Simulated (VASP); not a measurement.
Set up this calculation in VASP 6.6.1, as the native input.

```yaml
Task: single point
Functional: PBE
Potentials_or_basis: VASP PAW PBE potentials, release 64 (Ag, Br)
Cutoff: 520 eV
k_mesh: 4 × 4 × 4
Occupations: gaussian, width 0.05 eV
Spin: no spin polarisation
Dipole_correction: no
Further_INCAR_settings: LREAL = Auto; ALGO = Normal; EDIFF = 1e-06; NBANDS = 82
```

The structure of Ag8Br7 (a cell with a defect) lies in POSCAR:

```
Ag8Br7
1.0
    0.0000000000      5.8419510504     -5.8419510504
    5.8419510504      5.8419510504      0.0000000000
    5.8419510504      0.0000000000     -5.8419510504
Ag Br
8 7
Direct
    0.1723276938      0.7500000000      0.3276723062
    0.2560813797      0.2500000000      0.2439186203
    0.6250565306      0.9379777746      0.1250565306
    0.6250565306      0.3119091642      0.1250565306
    0.3749434694      0.5620222254      0.8749434694
    0.3749434694      0.1880908358      0.8749434694
    0.8276723062      0.7500000000      0.6723276938
    0.7439186203      0.2500000000      0.7560813797
    0.5000000000     -0.2500000000      0.0000000000
    1.0258757586      0.4913616357     -0.0085990300
    0.9741242414      0.0086383643      0.0085990300
    0.4914009700      0.4913616357      0.5258757586
    0.5085990300      0.0086383643      0.4741242414
    1.0000000000      0.4726026028      0.5000000000
    1.0000000000      0.0273973972      0.5000000000
```

This cell differs from its parent crystal: atoms taken out, then relaxed in part.

The input as run:

INCAR

```
  PREC = Accurate
  ENCUT = 520
  EDIFF = 1E-6
  ISMEAR = 0
  SIGMA = 0.05
  LREAL = Auto
  LASPH = True
  NELM = 100
  ALGO = Normal
  ISIF = 2
  LWAVE = False
  LCHARG = False
  GGA = PE
  NBANDS = 82
```

KPOINTS

```
Automatic mesh
0
Gamma
  4 4 4
```

Potentials or basis: VASP PAW PBE potentials, release 64 (Ag, Br).

The run is started by

```bash
$ cat potpaw_PBE.64/Ag/POTCAR potpaw_PBE.64/Br/POTCAR > POTCAR
$ mpirun -np 1 vasp_std > vasp.out
```

It gave:

```
Pressure               : 0.1 GPa
Largest force          : 0.014 eV/Å
Band gap on the k mesh : zero (an odd number of electrons rules out a gap without spin polarisation)
```

Caveat: the cell differs from its parent crystal (atoms taken out, then relaxed in part); an odd number of electrons without spin polarisation forces a metal; a magnetic or distorted state may lie lower.

It took 20 min on 1 thread of Intel(R) Xeon(R) Platinum 8259CL CPU @ 2.50GHz (Skylake/Cascade Lake), on a shared host, peak memory 0.76 GiB.
